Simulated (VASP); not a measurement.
# MgS (Fm-3m) in VASP: further runs

The runs below take MgS through single point, with PBE.

All numbers are computed with VASP 6.6.1; they aren't measurements. Logs are shortened: lines on timing, memory, paths and dates and some standing lists are left out, and cuts for length are marked.

## (1) The cell of the first run

Symmetry: Fm-3m, No. 225, cubic system. The conventional cell has a = 5.177 Å, b = 5.177 Å, c = 5.177 Å, α = 90.00°, β = 90.00°, γ = 90.00°. Mg (site symmetry m-3m) has 6 S at 2.59 Å within 3.4 Å. Within 3.4 Å of S (site symmetry m-3m) lie 6 Mg at 2.59 Å.

## (2) Single point, PBE (17.34 Å³/atom)

INCAR

```
PREC = Accurate
ENCUT = 520
EDIFF = 1E-6
ISMEAR = 0
SIGMA = 0.02
LREAL = F
LASPH = T
NELM = 60
ALGO = Normal
ISIF = 2
LWAVE = F
LCHARG = F
GGA = PE
NBANDS = 11
```

KPOINTS

```
Automatic mesh
0
Gamma
  8 8 8
```

POSCAR

```
MgS
1.0
    0.0000000000      2.5884431476      2.5884431476
    2.5884431476      0.0000000000      2.5884431476
    2.5884431476      2.5884431476      0.0000000000
Mg S
1 1
Direct
    0.0000000000      0.0000000000      0.0000000000
    0.5000000000      0.5000000000      0.5000000000
```

Potentials or basis: VASP PAW PBE potentials, release 64 (Mg, S).

Run with:

```
cat potpaw_PBE.64/Mg/POTCAR potpaw_PBE.64/S/POTCAR > POTCAR
mpirun -np 1 vasp_std > vasp.out
```

OUTCAR:

```text
PREC = Accurate
   ENCUT = 520
   EDIFF = 1E-6
   ISMEAR = 0
   LREAL = F
   LASPH = T
   NELM = 60
   ISIF = 2
   GGA = PE

 ion  position               nearest neighbor table
   1  0.000  0.000  0.000-   2 2.59   2 2.59   2 2.59   2 2.59   2 2.59   2 2.59
   2  0.500  0.500  0.500-   1 2.59   1 2.59   1 2.59   1 2.59   1 2.59   1 2.59

  LATTYP: Found a face centered cubic cell.
 ALAT       =     5.1768862952

  Lattice vectors:

 A1 = (   0.0000000000,   2.5884431476,   2.5884431476)
 A2 = (   2.5884431476,   0.0000000000,   2.5884431476)
 A3 = (   2.5884431476,   2.5884431476,   0.0000000000)

Analysis of symmetry for initial positions (statically):
=====================================================================
 Subroutine PRICEL returns:
 Original cell was already a primitive cell.

 Routine SETGRP: Setting up the symmetry group for a
 face centered cubic supercell.

 Subroutine GETGRP returns: Found 48 space group operations
 (whereof 48 operations were pure point group operations)
 out of a pool of 48 trial point group operations.

The static configuration has the point symmetry O_h .

Analysis of symmetry for dynamics (positions and initial velocities):
=====================================================================
 Subroutine PRICEL returns:
 Original cell was already a primitive cell.

 Routine SETGRP: Setting up the symmetry group for a
 face centered cubic supercell.

 Subroutine GETGRP returns: Found 48 space group operations
 (whereof 48 operations were pure point group operations)
 out of a pool of 48 trial point group operations.

The dynamic configuration has the point symmetry O_h .

 Subroutine INISYM returns: Found 48 space group operations
 (whereof 48 operations are pure point group operations),
 and found     1 'primitive' translations

----------------------------------------------------------------------------------------

                                     Primitive cell

  volume of cell :      34.6853

  direct lattice vectors                    reciprocal lattice vectors
     0.000000000  2.588443148  2.588443148    -0.193166306  0.193166306  0.193166306
     2.588443148  0.000000000  2.588443148     0.193166306 -0.193166306  0.193166306
     2.588443148  2.588443148  0.000000000     0.193166306  0.193166306 -0.193166306

  length of vectors
     3.660611405  3.660611405  3.660611405     0.334573856  0.334573856  0.334573856

  position of ions in fractional coordinates (direct lattice)
     0.000000000  0.000000000  0.000000000
     0.500000000  0.500000000  0.500000000

  ion indices of the primitive-cell ions
   primitive index   ion index
                 1           1
                 2           2

----------------------------------------------------------------------------------------

 KPOINTS: Automatic mesh

Automatic generation of k-mesh.
 Grid dimensions read from file:
 generate k-points for:    8    8    8

 Generating k-lattice:

  Cartesian coordinates                     Fractional coordinates (reciprocal lattice)
    -0.024145788  0.024145788  0.024145788     0.125000000  0.000000000  0.000000000
     0.024145788 -0.024145788  0.024145788     0.000000000  0.125000000  0.000000000
     0.024145788  0.024145788 -0.024145788     0.000000000  0.000000000  0.125000000

  Length of vectors
     0.041821732  0.041821732  0.041821732

  Shift w.r.t. Gamma in fractional coordinates (k-lattice)
     0.000000000  0.000000000  0.000000000

 Subroutine IBZKPT returns following result:
 ===========================================

 Found     29 irreducible k-points:

 Following reciprocal coordinates:
            Coordinates               Weight
  0.000000  0.000000  0.000000      1.000000
  0.125000  0.000000  0.000000      8.000000
  0.250000  0.000000  0.000000      8.000000
  0.375000  0.000000  0.000000      8.000000
  0.500000  0.000000  0.000000      4.000000
  0.125000  0.125000  0.000000      6.000000
[... 16 lines left out ...]
  0.500000  0.250000  0.125000     48.000000
 -0.375000  0.250000  0.125000     24.000000
 [... further k-points ...]
   k-points           NKPTS =     29   k-points in BZ     NKDIM =     29   number of bands    NBANDS=     11
   number of dos      NEDOS =    301   number of ions     NIONS =      2
   total plane-waves  NPLWV =  21952
   dimension x,y,z NGX =    28 NGY =   28 NGZ =   28
   dimension x,y,z NGXF=    56 NGYF=   56 NGZF=   56
   ions per type =               1   1
   NGX,Y,Z   is equivalent  to a cutoff of  12.72, 12.72, 12.72 a.u.
   NGXF,Y,Z  is equivalent  to a cutoff of  25.43, 25.43, 25.43 a.u.
 SYSTEM =  unknown system
   PREC   = accura    normal or accurate (medium, high low for compatibility)
   ISTART =      0    job   : 0-new  1-cont  2-samecut
   ICHARG =      2    charge: 1-file 2-atom 10-const
   ISPIN  =      1    spin polarized calculation?
   LNONCOLLINEAR =      F non collinear calculations
   LSORBIT =      F    spin-orbit coupling
   LASPH  =      T    aspherical Exc in radial PAW
   ENCUT  =  520.0 eV  38.22 Ry    6.18 a.u.   6.81  6.81  6.81*2*pi/ulx,y,z
   NELM   =     60;   NELMIN=  2; NELMDL= -5     # of ELM steps
   EDIFF  = 0.1E-05   stopping-criterion for ELM
   LREAL  =      F    real-space projection
[... 7 lines left out ...]
   TEBEG  =    0.0;   TEEND  =   0.0 temperature during run
   PSTRESS=    0.0 pullay stress
   NELECT =       8.0000    total number of electrons
   NUPDOWN=      -1.0000    fix difference up-down
   EMIN   =  10.00;   EMAX   =-10.00  energy-range for DOS
   EFERMI =   0.00;   METHOD = LEGACY
   ISMEAR =     0;   SIGMA  =   0.02  broadening in eV -4-tet -1-fermi 0-gaus
   EFERMI_NEDOS =   21; number of points for ismear=-14 and -15
   IALGO  =     38    algorithm
   IMIX   =      4    mixing-type and parameters
     AMIX     =   0.40;   BMIX     =  1.00
     AMIX_MAG =   1.60;   BMIX_MAG =  1.00
  volume/ion in A,a.u.               =      17.34       117.03
  Fermi-wavevector in a.u.,A,eV,Ry     =   1.003975  1.897237 13.714205  1.007966
  Thomas-Fermi vector in A             =   2.136561
   LORBIT       =      0    0 simple, 1 ext, 2 COOP (PROOUT), +10 PAW based schemes
   GGA     = PE    functional components
   LHFCALC =     F    Hartree Fock is set to
   AEXX    =    0.0000 exact exchange contribution
   IVDW    =     0    specifies the selected vdW correction
   LEPSILON=     F    determine dielectric tensor
   LRPA    =     F    only Hartree local field effects (RPA)
 non-spin polarized calculation
 Gauss-broadening in eV      SIGMA  =   0.02
  energy-cutoff  :      520.00
  volume of cell :       34.69
 maximum number of plane-waves:       950
   NGX = 13   NGY = 13   NGZ = 13

 number of electron       7.9999999 magnetization

 Free energy of the ion-electron system (eV)
  ---------------------------------------------------
  ext. energy  EPLUGINS =         0.00000000
  ---------------------------------------------------
  free energy    TOTEN  =        -8.49685510 eV

  energy without entropy =       -8.49685510  energy(sigma->0) =       -8.49685510

 E-fermi :   3.9520     XC(G=0):  -9.7514

 val. band max:        3.8624772553   @ k =   0.0000   0.0000   0.0000
 cond. band min:       6.6710528844   @ k =   0.5000   0.5000   0.0000
 fundamental gap:      2.8085756291
 Fermi energy:         3.9520462822

 k-point     1 :       0.0000    0.0000    0.0000
  band No.  band energies     occupation
      1      -8.8921      2.00000
      2       3.8625      2.00000
      3       3.8625      2.00000
      4       3.8625      2.00000
      5       7.6945      0.00000
      6      11.8071      0.00000
      7      11.8071      0.00000
      8      11.8071      0.00000
      9      14.2291      0.00000
     10      14.2291      0.00000
     11      16.4364      0.00000

 k-point     2 :       0.1250    0.0000    0.0000
  band No.  band energies     occupation
      1      -8.7374      2.00000
      2       2.8052      2.00000
      3       3.7583      2.00000
      4       3.7583      2.00000
      5       8.4890      0.00000
      6      11.5033      0.00000
      7      12.0622      0.00000
      8      12.0622      0.00000
      9      13.6053      0.00000
     10      13.6053      0.00000
     11      16.6743      0.00000

 k-point     3 :       0.2500    0.0000    0.0000
  band No.  band energies     occupation
      1      -8.3180      2.00000
      2       1.0183      2.00000
      3       3.5313      2.00000
      4       3.5313      2.00000
      5       8.8799      0.00000
      6      11.6995      0.00000
      7      11.6995      0.00000
      8      12.2526      0.00000
      9      14.1814      0.00000
     10      14.1814      0.00000
     11      15.8582      0.00000

 k-point     4 :       0.3750    0.0000    0.0000
  band No.  band energies     occupation
      1      -7.8040      2.00000
      2      -0.4547      2.00000
      3       3.3319      2.00000
      4       3.3319      2.00000
      5       8.5776      0.00000
      6      11.0353      0.00000
      7      11.0353      0.00000
      8      13.7905      0.00000
      9      15.5268      0.00000
     10      16.1601      0.00000
     11      16.1601      0.00000
[... 239 lines left out ...]
 k-point    22 :       0.3750    0.2500    0.1250
  band No.  band energies     occupation
      1      -7.9892      2.00000
      2       0.7511      2.00000
      3       2.3752      2.00000
      4       3.1703      2.00000
      5       9.7265      0.00000
      6      10.3466      0.00000
      7      11.0108      0.00000
      8      13.1292      0.00000
      9      14.0299      0.00000
     10      16.9025      0.00000
     11      18.8762      0.00000

 k-point    23 :       0.5000    0.2500    0.1250
  band No.  band energies     occupation
      1      -7.5543      2.00000
      2      -0.1110      2.00000
      3       1.8276      2.00000
      4       2.8505      2.00000
      5       9.5235      0.00000
      6      10.2873      0.00000
      7      11.7113      0.00000
      8      12.9314      0.00000
      9      15.6023      0.00000
     10      18.2336      0.00000
     11      18.8801      0.00000

 k-point    24 :      -0.3750    0.2500    0.1250
  band No.  band energies     occupation
      1      -7.3455      2.00000
      2      -0.5153      2.00000
      3       1.6822      2.00000
      4       2.6865      2.00000
      5       9.4712      0.00000
      6      10.0047      0.00000
      7      12.3293      0.00000
      8      13.3583      0.00000
      9      16.1963      0.00000
     10      17.2941      0.00000
     11      19.5268      0.00000

 [... further k-points ...]

------------------------ aborting loop because EDIFF is reached ----------------------------------------

  FORCE on cell =-STRESS in cart. coord.  units (eV):
  Direction    XX          YY          ZZ          XY          YZ          ZX
  --------------------------------------------------------------------------------------
  -------------------------------------------------------------------------------------
  Total        0.4532537      0.4532537      0.4532537      0.0000000      0.0000000      0.0000000
  in kB       20.9365953     20.9365953     20.9365953      0.0000000      0.0000000      0.0000000
  external PRESSURE =      20.9365953 kB  Pullay stress =       0.0000000 kB

 VOLUME and BASIS-vectors are now :
 -----------------------------------------------------------------------------
  energy-cutoff  :      520.00
  volume of cell :       34.69
      direct lattice vectors                 reciprocal lattice vectors
     0.000000000  2.588443148  2.588443148    -0.193166306  0.193166306  0.193166306
     2.588443148  0.000000000  2.588443148     0.193166306 -0.193166306  0.193166306
     2.588443148  2.588443148  0.000000000     0.193166306  0.193166306 -0.193166306

 POSITION                                       TOTAL-FORCE (eV/Angst)
 -----------------------------------------------------------------------------------
      0.00000      0.00000      0.00000        -0.000000      0.000000      0.000000
      2.58844      2.58844      2.58844         0.000000     -0.000000     -0.000000
 -----------------------------------------------------------------------------------
    total drift:                                0.000000      0.000000      0.000000

  FREE ENERGIE OF THE ION-ELECTRON SYSTEM (eV)
  ---------------------------------------------------
  free  energy   TOTEN  =        -8.4968550984 eV

  energy  without entropy=       -8.4968550984  energy(sigma->0) =       -8.49685510
```

Wall time 5 s (1 thread of Intel Xeon 6975P-C (Granite Rapids), shared host); peak memory 0.15 GiB.

What came out:

```yaml
Free_energy: -8.4969 eV
Pressure: 2.1 GPa
Band_gap_on_the_k_mesh: 2.81 eV (least direct gap 3.83 eV)
```

A k mesh can miss the band edges. A hybrid or GW would open this gap; PBE tends to underestimate it.

## (3) Single point, PBE (18.42 Å³/atom)

This run uses another cell than the first one, of 18.42 Å³/atom.

Edit INCAR of step 2 so:

```diff
@@ -11,4 +11,6 @@
 LWAVE = F
-LCHARG = F
+LCHARG = T
 GGA = PE
+LELF = T
+LVHAR = T
 NBANDS = 11
```

KPOINTS

```
regular mesh
0
Gamma
  8 8 8
```

POSCAR

```
MgS
1.0
    0.0000000000      2.6407490208      2.6407490208
    2.6407490208      0.0000000000      2.6407490208
    2.6407490208      2.6407490208      0.0000000000
Mg S
1 1
Direct
    0.0000000000      0.0000000000      0.0000000000
    0.5000000000      0.5000000000      0.5000000000
```

Potentials or basis: VASP PAW PBE potentials, release 64 (Mg, S).

Run with:

```
cat potpaw_PBE.64/Mg/POTCAR potpaw_PBE.64/S/POTCAR > POTCAR
mpirun -np 1 vasp_std > vasp.out
```

Run time: 5.4 s. Hardware: 1 thread of Intel Xeon 6975P-C (Granite Rapids), shared host; peak memory 0.16 GiB.

Results (log left out):

| Item | Value |
| --- | --- |
| Free energy | -8.4942 eV |
| Pressure | -2.3 GPa |
| Band gap on the k mesh | 2.68 eV (least direct gap 3.37 eV) |

Levels at points of the mesh, in eV from the valence-band top:
```
           k point  band 1  band 2  band 3  band 4  band 5  band 6  band 7  band 8
(0.00, 0.00, 0.00)  -12.42    0.00    0.00    0.00    3.37    7.98    7.98    7.98
(0.50, 0.00, 0.00)  -11.23   -4.60   -0.54   -0.54    4.48    6.85    6.85    9.62
(0.50, 0.50, 0.00)  -10.89   -3.96   -1.58   -1.58    2.68    4.52   11.57   12.69
```

A k mesh can miss the band edges.

## (4) Single point, PBE (18.95 Å³/atom)

This run uses another cell than the first one, of 18.95 Å³/atom.

INCAR

```
PREC = Accurate
ENCUT = 520
EDIFF = 1E-6
ISMEAR = 0
SIGMA = 0.02
LREAL = F
LASPH = T
NELM = 80
ALGO = Normal
ISIF = 2
LWAVE = F
LCHARG = F
GGA = PE
NBANDS = 11
```

KPOINTS is that of step 3.

POSCAR

```
MgS
1.0
    0.0000000000      2.6661423961      2.6661423961
    2.6661423961      0.0000000000      2.6661423961
    2.6661423961      2.6661423961      0.0000000000
Mg S
1 1
Direct
    0.0000000000      0.0000000000      0.0000000000
    0.5000000000      0.5000000000      0.5000000000
```

Run with:

```
cat potpaw_PBE.64/Mg/POTCAR potpaw_PBE.64/S/POTCAR > POTCAR
mpirun -np 1 vasp_std > vasp.out
```

It took 5 s on 1 thread of Intel Xeon 6975P-C (Granite Rapids), shared host; peak memory 0.16 GiB.

It converged, with:

| Item | Value |
| --- | --- |
| Free energy | -8.4727 eV |
| Pressure | -4.1 GPa |
| Band gap on the k mesh | 2.61 eV (least direct gap 3.16 eV) |

Levels at points of the mesh, in eV from the valence-band top:
```tsv
k point	band 1	band 2	band 3	band 4	band 5	band 6	band 7	band 8
(0.00, 0.00, 0.00)	-12.27	0.00	0.00	0.00	3.16	7.99	7.99	7.99
(0.50, 0.00, 0.00)	-11.14	-4.46	-0.51	-0.51	4.44	6.81	6.81	9.31
(0.50, 0.50, 0.00)	-10.83	-3.82	-1.52	-1.52	2.61	4.60	11.29	12.60
```

Caveat: the cell stands under tension.

## (5) Single point, PBE (19.67 Å³/atom)

This run uses another cell than the first one, of 19.67 Å³/atom.

INCAR

```
SYSTEM = MgS
ALGO = Normal ; EDIFF = 1E-6
ENCUT = 520 ; GGA = PE
ISIF = 2 ; ISMEAR = 0
LASPH = .True. ; LCHARG = .False.
LREAL = .False. ; LWAVE = .False.
NBANDS = 11 ; NELM = 100
PREC = Accurate ; SIGMA = 0.02
```

KPOINTS

```
k-points
0
Gamma
  8 8 8
  0 0 0
```

POSCAR

```
MgS
1.0
    0.0000000000      2.6992655643      2.6992655643
    2.6992655643      0.0000000000      2.6992655643
    2.6992655643      2.6992655643      0.0000000000
Mg S
1 1
Direct
    0.0000000000      0.0000000000      0.0000000000
    0.5000000000      0.5000000000      0.5000000000
```

Run with:

```
cat potpaw_PBE.64/Mg/POTCAR potpaw_PBE.64/S/POTCAR > POTCAR
mpirun -np 1 vasp_std > vasp.out
```

Wall time 5 s (1 thread of Intel Xeon 6975P-C (Granite Rapids), shared host); peak memory 0.16 GiB.

Results (log left out):

* Free energy: -8.4275 eV
* Pressure: -6.1 GPa
* Band gap on the k mesh: 2.53 eV (least direct gap 2.90 eV)

Levels at points of the mesh, in eV from the valence-band top:
```
           k point  band 1  band 2  band 3  band 4  band 5  band 6  band 7  band 8  band 9
(0.00, 0.00, 0.00)  -12.09    0.00    0.00    0.00    2.90    8.00    8.00    8.00   10.21
(0.50, 0.00, 0.00)  -11.04   -4.28   -0.47   -0.47    4.38    6.76    6.76    8.92   11.57
(0.50, 0.50, 0.00)  -10.75   -3.65   -1.45   -1.45    2.53    4.69   10.95   12.26   12.26
```

Caveat: the cell stands under tension. A k mesh can miss the band edges.

## (6) Overview

| cell | gap on the mesh (eV) | pressure (GPa) |
| --- | --- | --- |
| a = 3.661 Å, angles 60.0°, 2 atoms | 2.81 | 2.1 |
| a = 3.735 Å, angles 60.0°, 2 atoms | 2.68 | -2.3 |
| a = 3.770 Å, angles 60.0°, 2 atoms | 2.61 | -4.1 |
| a = 3.817 Å, angles 60.0°, 2 atoms | 2.53 | -6.1 |

Alike in all rows: task single point; level PBE; potentials or basis VASP PAW PBE potentials, release 64 (Mg, S); no spin polarisation; k mesh 8 × 8 × 8; cutoff (eV) 520; smearing gaussian 0.02 eV.

Caveats: the cell stands under tension (at least some runs).

Absolute energies hang on the potentials; compare differences alone.
